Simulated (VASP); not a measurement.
Here is a VASP 6.6.1 calculation.

The input INCAR:

```
SYSTEM = SiSe2
PREC = Accurate
ENCUT = 500
EDIFF = 1E-6
ISMEAR = -1
SIGMA = 0.02
LREAL = .False.
LASPH = .True.
NELM = 120
ALGO = Normal
ISIF = 2
LWAVE = .False.
LCHARG = .False.
GGA = PE
NBANDS = 25
ISYM = 0
GGA_COMPAT = .False.
```

KPOINTS

```
regular mesh
0
Gamma
  5 5 6
  0 0 0
```

The input POSCAR:

```
SiSe2
1.0
   -2.8800000000      3.0150000000      4.8800000000
    2.8800000000     -3.0150000000      4.8800000000
    2.8800000000      3.0150000000     -4.8800000000
Si Se
2 4
Direct
    0.2500000000      0.2500000000      0.0000000000
    0.7500000000      0.7500000000      0.0000000000
    0.1210000000      0.7980000000      0.9190000000
    0.8790000000      0.2020000000      0.0810000000
    0.6210000000      0.7020000000      0.3230000000
    0.3790000000      0.2980000000      0.6770000000
```

Potentials or basis: VASP PAW PBE potentials, release 64 (Si, Se).

Run with:

```console
$ cat potpaw_PBE.64/Si/POTCAR potpaw_PBE.64/Se/POTCAR > POTCAR
$ mpirun -np 1 vasp_std > vasp.out
```

(1) Predict the band gap on the k mesh.

(2) Estimate the largest force.

(3) What does it give for the pressure?

Answers

(1) zero (band 16 reaches 4.12 eV, above the bottom of band 17 at 2.76 eV).

(2) 0.592 eV/Å.

(3) -3.6 GPa.
